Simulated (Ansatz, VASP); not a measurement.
**One calculation of Mg, two programs**

```xyz
2
Lattice="3.2101 0.0000 0.0000 -1.6050 2.7800 0.0000 0.0000 0.0000 5.1379" Properties=species:S:1:pos:R:3 pbc="T T T"
Mg    0.0000    1.8533    1.2845
Mg    1.6050    0.9267    3.8534
```

Alike in both runs: functional PBE; k mesh 15 × 15 × 8; occupations gaussian, width 0.1 eV; no spin polarisation.

Ansatz relaxed the structure, and its values are those at the end. VASP's run is a single point on that final structure, the one shown.

```csv
,VASP,Ansatz
version,VASP 6.6.1,Ansatz 0.2.0
potentials or method,"VASP PAW PBE potentials, release 64 (Mg), cutoff 520 eV","scalar-relativistic, plane waves, PAW"
valence electrons in the cell,4,20
```

|  | VASP | Ansatz | Ansatz less VASP |
| --- | --- | --- | --- |
| gap on the k mesh at the Fermi level (eV) | none | none | - |
| pressure (GPa) | -0.1 | 0.0 | +0.13 |

A gap of «none» marks a metal or a gap that the smearing closes. VASP's potentials hold 4 valence electrons a cell and Ansatz's 20, so a difference there can come from the potentials and not from the codes.
